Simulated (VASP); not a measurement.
# Pt: relaxation of the atoms with LDA

The system is Pt, a slab with vacuum.

```
Pt
1.0
     2.75340    0.00000    0.00000
    -1.37670    2.38452    0.00000
     0.00000    0.00000   24.99260
Pt
5
Cartesian
  2.0651 0.3974 8.0128
  -0.6884 1.9871 10.2723
  0.6884 1.1923 12.4963
  2.0651 0.3974 14.7203
  -0.6884 1.9871 16.9798
```

```json
{
  "Program": "VASP 6.6.1",
  "Task": "relaxation of the atoms",
  "Functional": "LDA",
  "Potentials or basis": "VASP PAW LDA potentials, release 64 (Pt)",
  "Cutoff": "520 eV",
  "k mesh": "17 × 17 × 1",
  "Occupations": "fermi-dirac, width 0.05 eV",
  "Spin": "no spin polarisation",
  "Dipole correction": "yes",
  "Further INCAR settings": "ALGO = Normal; EDIFF = 1e-06; IBRION = 2; EDIFFG = -0.01; NSW = 32"
}
```

```json
{
  "Energy gained by relaxing": "0.1 meV/atom",
  "Ionic steps": "5",
  "Largest force after relaxing": "0.008 eV/Å",
  "Band gap on the k mesh": "zero (bands 25 and 26 overlap by 1.58 eV)"
}
```

Forces in eV/Å, atoms in the order of the input:
```
Pt   0.000  0.000  0.002
Pt   0.000  0.000 -0.008
Pt   0.000  0.000  0.000
Pt   0.000  0.000  0.008
Pt   0.000  0.000 -0.002
```

Step by step:
```
step  energy change (eV)  largest force (eV/Å)  pressure (GPa)
   1              0.0000                0.0278           -2.64
   2             -0.0001                0.0234           -2.67
   3             -0.0003                0.0105           -2.77
   4             -0.0003                0.0162           -2.97
   5             -0.0004                0.0078           -2.87
```

Final structure:
```cif
data_structure
_symmetry_space_group_name_H-M 'P 1'
_symmetry_Int_Tables_number 1
_cell_length_a 2.7534
_cell_length_b 2.7534
_cell_length_c 24.9926
_cell_angle_alpha 90.000
_cell_angle_beta 90.000
_cell_angle_gamma 120.000
_cell_volume 164.09
loop_
_atom_site_label
_atom_site_type_symbol
_atom_site_fract_x
_atom_site_fract_y
_atom_site_fract_z
_atom_site_occupancy
Pt1 Pt 0.83333 0.16667 0.32022 1
Pt2 Pt 0.16667 0.83333 0.41080 1
Pt3 Pt 0.50000 0.50000 0.50000 1
Pt4 Pt 0.83333 0.16667 0.58920 1
Pt5 Pt 0.16667 0.83333 0.67978 1
```

Levels at points of the mesh, in eV from the Fermi level:
```csv
k point,band 22,band 23,band 24,band 25,band 26,band 27,band 28,band 29
"(0.00, 0.00, 0.00)",-1.52,-1.52,-1.00,-1.00,-0.33,-0.33,-0.27,0.02
```

Wall time 3 min on 4 MPI ranks on Intel(R) Xeon(R) Platinum 8259CL CPU @ 2.50GHz (Skylake/Cascade Lake), on a shared host, peak memory 0.29 GiB a rank.

Caveat: the highest band is partly filled, so the run has too few bands; spin-orbit coupling is left out, which moves the levels of the heavy elements.
